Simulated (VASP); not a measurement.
# BiTe (P-3m1) in VASP: single point with LDA

Aim: the single point of BiTe with LDA.

Everything below comes from runs of VASP 6.6.1. Logs are shortened: lines on timing, memory, paths and dates and some standing lists are left out, and cuts for length are marked.

### Step 1. The cell of the first run

It takes space group P-3m1 (No. 164, trigonal). Conventional cell: a = 4.387 Å, b = 4.387 Å, c = 23.619 Å, α = 90.00°, β = 90.00°, γ = 120.00°. Within 4.0 Å of Bi (site symmetry 3m) lie 6 Te at 3.05 to 3.22 Å. Within 4.0 Å of Bi (site symmetry 3m) lie 6 Te at 3.06 to 3.21 Å. Bi (site symmetry 3m) has 3 Bi at 3.03 Å and 3 Te at 3.47 Å within 4.0 Å. Te (site symmetry 3m) has 3 Bi at 3.05 Å and 3 Te at 3.55 Å within 4.0 Å. Te (site symmetry 3m) has 6 Bi at 3.21 to 3.22 Å within 4.2 Å. Within 4.0 Å of Te (site symmetry 3m) lie 6 Bi at 3.06 to 3.47 Å.

### Step 2. Single point, LDA

INCAR reads:

```
SYSTEM = BiTe
  ALGO = Normal
  EDIFF = 1E-6
  ENCUT = 520
  GGA = CA
  ISIF = 2
  ISMEAR = -1
  LASPH = .TRUE.
  LCHARG = .FALSE.
  LREAL = .FALSE.
  LWAVE = .FALSE.
  NBANDS = 75
  NELM = 60
  PREC = Accurate
  SIGMA = 0.02
```

KPOINTS reads:

```
k-points
0
G
  6 6 2
  0 0 0
```

POSCAR reads:

```
BiTe
1.0
    4.3868325157      0.0000000000      0.0000000000
   -2.1934162579      3.7991084008      0.0000000000
    0.0000000000      0.0000000000     23.6187618166
Bi Te
6 6
Direct
    0.0000000000      0.0000000000      0.1244879317
    0.0000000000      0.0000000000      0.8755120683
    0.3333333333      0.6666666667      0.2918835575
    0.6666666667      0.3333333333      0.7081164425
    0.6666666667      0.3333333333      0.4648946894
    0.3333333333      0.6666666667      0.5351053106
    0.3333333333      0.6666666667      0.0527335690
    0.6666666667      0.3333333333      0.9472664310
    0.6666666667      0.3333333333      0.2086563229
    0.3333333333      0.6666666667      0.7913436771
    0.0000000000      0.0000000000      0.3643717348
    0.0000000000      0.0000000000      0.6356282652
```

Potentials or basis: VASP PAW LDA potentials, release 64 (Bi_d, Te).

Started as:

```
> cat potpaw_LDA.64/Bi_d/POTCAR potpaw_LDA.64/Te/POTCAR > POTCAR
> mpirun -np 1 vasp_std > vasp.out
```

OUTCAR:

```text
SYSTEM = BiTe
   EDIFF = 1E-6
   ENCUT = 520
   GGA = CA
   ISIF = 2
   ISMEAR = -1
   LASPH = .TRUE.
   LREAL = .FALSE.
   NELM = 60
   PREC = Accurate

 ion  position               nearest neighbor table
   1  0.000  0.000  0.124-   7 3.05   7 3.05   7 3.05   9 3.22   9 3.22   9 3.22
   2  0.000  0.000  0.876-   8 3.05   8 3.05   8 3.05  10 3.22  10 3.22  10 3.22
   3  0.333  0.667  0.292-  11 3.06  11 3.06  11 3.06   9 3.21   9 3.21   9 3.21
   4  0.667  0.333  0.708-  12 3.06  12 3.06  12 3.06  10 3.21  10 3.21  10 3.21
   5  0.667  0.333  0.465-   6 3.03   6 3.03   6 3.03  11 3.47  11 3.47  11 3.47
   6  0.333  0.667  0.535-   5 3.03   5 3.03   5 3.03  12 3.47  12 3.47  12 3.47
   7  0.333  0.667  0.053-   1 3.05   1 3.05   1 3.05   8 3.55   8 3.55   8 3.55
   8  0.667  0.333  0.947-   2 3.05   2 3.05   2 3.05   7 3.55   7 3.55   7 3.55
   9  0.667  0.333  0.209-   3 3.21   3 3.21   3 3.21   1 3.22   1 3.22   1 3.22
  10  0.333  0.667  0.791-   4 3.21   4 3.21   4 3.21   2 3.22   2 3.22   2 3.22
  11  0.000  0.000  0.364-   3 3.06   3 3.06   3 3.06   5 3.47   5 3.47   5 3.47
  12  0.000  0.000  0.636-   4 3.06   4 3.06   4 3.06   6 3.47   6 3.47   6 3.47

  LATTYP: Found a hexagonal cell.
 ALAT       =     4.3868325157
 C/A-ratio  =     5.3840126634

  Lattice vectors:

 A1 = (   4.3868325157,   0.0000000000,   0.0000000000)
 A2 = (  -2.1934162579,   3.7991084008,   0.0000000000)
 A3 = (   0.0000000000,   0.0000000000,  23.6187618166)

Analysis of symmetry for initial positions (statically):
=====================================================================
 Subroutine PRICEL returns:
 Original cell was already a primitive cell.

 Routine SETGRP: Setting up the symmetry group for a
 hexagonal supercell.

 Subroutine GETGRP returns: Found 12 space group operations
 (whereof 12 operations were pure point group operations)
 out of a pool of 24 trial point group operations.

The static configuration has the point symmetry D_3d.

Analysis of symmetry for dynamics (positions and initial velocities):
=====================================================================
 Subroutine PRICEL returns:
 Original cell was already a primitive cell.

 Routine SETGRP: Setting up the symmetry group for a
 hexagonal supercell.

 Subroutine GETGRP returns: Found 12 space group operations
 (whereof 12 operations were pure point group operations)
 out of a pool of 24 trial point group operations.

The dynamic configuration has the point symmetry D_3d.

 Subroutine INISYM returns: Found 12 space group operations
 (whereof 12 operations are pure point group operations),
 and found     1 'primitive' translations

----------------------------------------------------------------------------------------

                                     Primitive cell

  volume of cell :     393.6315

  direct lattice vectors                    reciprocal lattice vectors
     4.386832516  0.000000000  0.000000000     0.227954907  0.131609827  0.000000000
    -2.193416258  3.799108401  0.000000000     0.000000000  0.263219654  0.000000000
     0.000000000  0.000000000 23.618761817     0.000000000  0.000000000  0.042339222

  length of vectors
     4.386832516  4.386832516 23.618761817     0.263219654  0.263219654  0.042339222

  position of ions in fractional coordinates (direct lattice)
     0.000000000  0.000000000  0.124487932
     0.000000000  0.000000000  0.875512068
     0.333333333  0.666666667  0.291883558
     0.666666667  0.333333333  0.708116442
     0.666666667  0.333333333  0.464894689
     0.333333333  0.666666667  0.535105311
     0.333333333  0.666666667  0.052733569
     0.666666667  0.333333333  0.947266431
     0.666666667  0.333333333  0.208656323
     0.333333333  0.666666667  0.791343677
     0.000000000  0.000000000  0.364371735
     0.000000000  0.000000000  0.635628265

  ion indices of the primitive-cell ions
   primitive index   ion index
                 1           1
                 2           2
                 3           3
                 4           4
                 5           5
                 6           6
                 7           7
                 8           8
                 9           9
                10          10
                11          11
                12          12

----------------------------------------------------------------------------------------

 KPOINTS: k-points

Automatic generation of k-mesh.
 Grid dimensions read from file:
 generate k-points for:    6    6    2

 Generating k-lattice:

  Cartesian coordinates                     Fractional coordinates (reciprocal lattice)
     0.037992485  0.021934971  0.000000000     0.166666667  0.000000000  0.000000000
     0.000000000  0.043869942  0.000000000     0.000000000  0.166666667  0.000000000
     0.000000000  0.000000000  0.021169611     0.000000000  0.000000000  0.500000000

  Length of vectors
     0.043869942  0.043869942  0.021169611

  Shift w.r.t. Gamma in fractional coordinates (k-lattice)
     0.000000000  0.000000000  0.000000000

 Subroutine IBZKPT returns following result:
 ===========================================

 Found     14 irreducible k-points:

 Following reciprocal coordinates:
            Coordinates               Weight
  0.000000  0.000000  0.000000      1.000000
  0.166667  0.000000  0.000000      6.000000
  0.333333  0.000000  0.000000      6.000000
  0.500000 -0.000000  0.000000      3.000000
  0.166667  0.166667  0.000000      6.000000
  0.333333  0.166667  0.000000     12.000000
  0.333333  0.333333  0.000000      2.000000
  0.000000  0.000000  0.500000      1.000000
  0.166667  0.000000  0.500000      6.000000
  0.333333  0.000000  0.500000      6.000000
  0.500000 -0.000000  0.500000      3.000000
  0.166667  0.166667  0.500000      6.000000
  0.333333  0.166667  0.500000     12.000000
  0.333333  0.333333  0.500000      2.000000
   k-points           NKPTS =     14   k-points in BZ     NKDIM =     14   number of bands    NBANDS=     75
   number of dos      NEDOS =    301   number of ions     NIONS =     12
   total plane-waves  NPLWV = 233280
   dimension x,y,z NGX =    36 NGY =   36 NGZ =  180
   dimension x,y,z NGXF=    72 NGYF=   72 NGZF=  360
   ions per type =               6   6
   NGX,Y,Z   is equivalent  to a cutoff of  13.64, 13.64, 12.67 a.u.
   NGXF,Y,Z  is equivalent  to a cutoff of  27.29, 27.29, 25.34 a.u.
 SYSTEM =  BiTe
   PREC   = accura    normal or accurate (medium, high low for compatibility)
   ISTART =      0    job   : 0-new  1-cont  2-samecut
   ICHARG =      2    charge: 1-file 2-atom 10-const
   ISPIN  =      1    spin polarized calculation?
   LNONCOLLINEAR =      F non collinear calculations
   LSORBIT =      F    spin-orbit coupling
   LASPH  =      T    aspherical Exc in radial PAW
   ENCUT  =  520.0 eV  38.22 Ry    6.18 a.u.   8.16  8.16 43.92*2*pi/ulx,y,z
   NELM   =     60;   NELMIN=  2; NELMDL= -5     # of ELM steps
   EDIFF  = 0.1E-05   stopping-criterion for ELM
   LREAL  =      F    real-space projection
[... 7 lines left out ...]
   TEBEG  =    0.0;   TEEND  =   0.0 temperature during run
   PSTRESS=    0.0 pullay stress
   NELECT =     126.0000    total number of electrons
   NUPDOWN=      -1.0000    fix difference up-down
   EMIN   =  10.00;   EMAX   =-10.00  energy-range for DOS
   EFERMI =   0.00;   METHOD = LEGACY
   ISMEAR =    -1;   SIGMA  =   0.02  broadening in eV -4-tet -1-fermi 0-gaus
   EFERMI_NEDOS =   21; number of points for ismear=-14 and -15
   IALGO  =     38    algorithm
   IMIX   =      4    mixing-type and parameters
     AMIX     =   0.40;   BMIX     =  1.00
     AMIX_MAG =   1.60;   BMIX_MAG =  1.00
  volume/ion in A,a.u.               =      32.80       221.36
  Fermi-wavevector in a.u.,A,eV,Ry     =   1.119872  2.116251 17.063248  1.254113
  Thomas-Fermi vector in A             =   2.256514
   LORBIT       =      0    0 simple, 1 ext, 2 COOP (PROOUT), +10 PAW based schemes
   GGA     = CA    functional components
   LHFCALC =     F    Hartree Fock is set to
   AEXX    =    0.0000 exact exchange contribution
   IVDW    =     0    specifies the selected vdW correction
   LEPSILON=     F    determine dielectric tensor
   LRPA    =     F    only Hartree local field effects (RPA)
 non-spin polarized calculation
  energy-cutoff  :      520.00
  volume of cell :      393.63
 maximum number of plane-waves:     10622
 NGX is ok and might be reduce to    36
   NGX = 17   NGY = 17   NGZ = 87

 number of electron     125.9999991 magnetization

 Free energy of the ion-electron system (eV)
  ---------------------------------------------------
  ext. energy  EPLUGINS =         0.00000000
  ---------------------------------------------------
  free energy    TOTEN  =       -52.38189151 eV

  energy without entropy =      -52.38184359  energy(sigma->0) =      -52.38186755

 E-fermi :   6.6638     XC(G=0):  -9.7913

 val. band max:        6.5244080726   @ k =   0.1667   0.0000   0.0000
 cond. band min:       6.7662584790   @ k =   0.0000   0.0000   0.5000
 fundamental gap:      0.2418504064
 Fermi energy:         6.6637670083

 k-point     1 :       0.0000    0.0000    0.0000
  band No.  band energies     occupation
      1     -16.6916      2.00000
      2     -16.6916      2.00000
      3     -16.6916      2.00000
      4     -16.6916      2.00000
      5     -16.6782      2.00000
      6     -16.6782      2.00000
[... 67 lines left out ...]
     74       8.2571      0.00000
     75       8.2785      0.00000

 k-point     2 :       0.1667    0.0000    0.0000
  band No.  band energies     occupation
      1     -16.6939      2.00000
      2     -16.6939      2.00000
      3     -16.6889      2.00000
      4     -16.6889      2.00000
      5     -16.6806      2.00000
      6     -16.6806      2.00000
[... 928 lines left out ...]
 k-point    14 :       0.3333    0.3333    0.5000
  band No.  band energies     occupation
      1     -16.6949      2.00000
      2     -16.6949      2.00000
      3     -16.6910      2.00000
      4     -16.6910      2.00000
      5     -16.6822      2.00000
      6     -16.6822      2.00000
[... 67 lines left out ...]
     74      10.6572      0.00000
     75      10.6587      0.00000

------------------------ aborting loop because EDIFF is reached ----------------------------------------

  FORCE on cell =-STRESS in cart. coord.  units (eV):
  Direction    XX          YY          ZZ          XY          YZ          ZX
  --------------------------------------------------------------------------------------
  -------------------------------------------------------------------------------------
  Total        0.1937690      0.1937690      0.1789798     -0.0000000      0.0000000      0.0000000
  in kB        0.7886875      0.7886875      0.7284920     -0.0000000      0.0000000      0.0000000
  external PRESSURE =       0.7686223 kB  Pullay stress =       0.0000000 kB

 VOLUME and BASIS-vectors are now :
 -----------------------------------------------------------------------------
  energy-cutoff  :      520.00
  volume of cell :      393.63
      direct lattice vectors                 reciprocal lattice vectors
     4.386832516  0.000000000  0.000000000     0.227954907  0.131609827  0.000000000
    -2.193416258  3.799108401  0.000000000     0.000000000  0.263219654  0.000000000
     0.000000000  0.000000000 23.618761817     0.000000000  0.000000000  0.042339222

 POSITION                                       TOTAL-FORCE (eV/Angst)
 -----------------------------------------------------------------------------------
      0.00000      0.00000      2.94025        -0.000000     -0.000000      0.016255
      0.00000      0.00000     20.67851        -0.000000      0.000000     -0.016255
     -0.00000      2.53274      6.89393        -0.000000     -0.000000     -0.012370
      2.19342      1.26637     16.72483         0.000000      0.000000      0.012370
      2.19342      1.26637     10.98024        -0.000000     -0.000000     -0.034731
     -0.00000      2.53274     12.63852        -0.000000      0.000000      0.034731
     -0.00000      2.53274      1.24550         0.000000     -0.000000     -0.032252
      2.19342      1.26637     22.37326        -0.000000      0.000000      0.032252
      2.19342      1.26637      4.92820         0.000000      0.000000      0.000963
     -0.00000      2.53274     18.69056        -0.000000      0.000000     -0.000963
      0.00000      0.00000      8.60601        -0.000000     -0.000000      0.025173
      0.00000      0.00000     15.01275        -0.000000      0.000000     -0.025173
 -----------------------------------------------------------------------------------
    total drift:                                0.000000      0.000000      0.000000

  FREE ENERGIE OF THE ION-ELECTRON SYSTEM (eV)
  ---------------------------------------------------
  free  energy   TOTEN  =       -52.3818915107 eV

  energy  without entropy=      -52.3818435948  energy(sigma->0) =      -52.38186755
```

Run time: 16 min. Hardware: 1 thread of Intel Xeon Platinum 8259CL at 2.50GHz (Skylake/Cascade Lake), shared host; peak memory 0.57 GiB.

Results:

```yaml
Free_energy: -52.3819 eV
Pressure: 0.1 GPa
Largest_force: 0.035 eV/Å
Band_gap_on_the_k_mesh: 0.24 eV (least direct gap 0.27 eV)
```

Forces in eV/Å, atoms in the order of the input:
```
Bi   0.000  0.000  0.016
Bi   0.000  0.000 -0.016
Bi   0.000  0.000 -0.012
Bi   0.000  0.000  0.012
Bi   0.000  0.000 -0.035
Bi   0.000  0.000  0.035
Te   0.000  0.000 -0.032
Te   0.000  0.000  0.032
Te   0.000  0.000  0.001
Te   0.000  0.000 -0.001
Te   0.000  0.000  0.025
Te   0.000  0.000 -0.025
```

Levels at points of the mesh, in eV from the valence-band top:
| k point | band 59 | band 60 | band 61 | band 62 | band 63 | band 64 | band 65 | band 66 | band 67 | band 68 |
| --- | --- | --- | --- | --- | --- | --- | --- | --- | --- | --- |
| (0.00, 0.00, 0.00) | -1.18 | -0.41 | -0.36 | -0.36 | -0.10 | 0.34 | 0.56 | 0.56 | 0.66 | 0.66 |
| (0.50, 0.00, 0.00) | -1.54 | -1.30 | -1.17 | -1.09 | -0.73 | 0.88 | 0.96 | 1.19 | 1.32 | 1.47 |
| (0.00, 0.00, 0.50) | -1.20 | -0.43 | -0.35 | -0.35 | -0.03 | 0.24 | 0.42 | 0.42 | 0.85 | 0.85 |
| (0.50, 0.00, 0.50) | -1.67 | -1.49 | -0.95 | -0.91 | -0.33 | 0.36 | 0.78 | 0.90 | 1.41 | 1.76 |

Caveat: spin-orbit coupling is left out, which moves the levels of the heavy elements. A k mesh can miss the band edges.
